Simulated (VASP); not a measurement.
Set up this calculation in VASP 6.6.1, as the native input.

| Item | Value |
| --- | --- |
| Task | single point |
| Functional | PBE |
| Potentials or basis | VASP PAW PBE potentials, release 64 (Mo_sv, N) |
| Cutoff | 520 eV |
| k mesh | 6 × 6 × 1 |
| Occupations | gaussian, width 0.1 eV |
| Spin | no spin polarisation |
| Dipole correction | yes |
| Further INCAR settings | ALGO = Normal; EDIFF = 1e-07; NBANDS = 57 |

The structure of Mo3N lies in POSCAR:

```
Mo3N
1.0
    4.4695765303      0.0000000000      0.0000000000
   -2.2347882651      3.8707668194      0.0000000000
    0.0000000000      0.0000000000     20.8595667262
Mo N
6 2
Direct
    0.6666666667      0.3333333333      0.1917585371
    0.3333333333      0.6666666667      0.2354961900
    0.0000000000      0.0000000000      0.2792338429
    0.6666666667      0.3333333333      0.3191171057
    0.3333333333      0.6666666667      0.3580407041
    0.0000000000      0.0000000000      0.3959606081
    0.0000000000      0.0000000000      0.5038607152
    0.0000000000      0.0000000000      0.5573803478
```

One way to write it, as run:

INCAR

```
PREC = Accurate
ENCUT = 520
EDIFF = 1E-7
ISMEAR = 0
SIGMA = 0.1
LREAL = False
LASPH = True
NELM = 60
ALGO = Normal
ISIF = 2
LWAVE = False
LCHARG = True
LDIPOL = True
IDIPOL = 3
DIPOL = 0.5 0.5 0.355
GGA = PE
LELF = True
LVHAR = True
LVACPOTAV = True
NBANDS = 57
```

KPOINTS

```
Automatic mesh
0
Gamma
  6 6 1
```

Potentials or basis: VASP PAW PBE potentials, release 64 (Mo_sv, N).

Launch:

```bash
$ cat potpaw_PBE.64/Mo_sv/POTCAR potpaw_PBE.64/N/POTCAR > POTCAR
$ mpirun -np 1 vasp_std > vasp.out
```

Results of the run:

| Quantity | Value |
| --- | --- |
| Largest force | 2.544 eV/Å |
| Band gap on the k mesh | 0.08 eV (least direct gap 0.10 eV) |

Caveat: the standard files for N, O and F lose accuracy on very short bonds.

Run time: 4.3 min on 1 thread of Intel(R) Xeon(R) 6975P-C (Granite Rapids), on a shared host, peak memory 0.49 GiB.
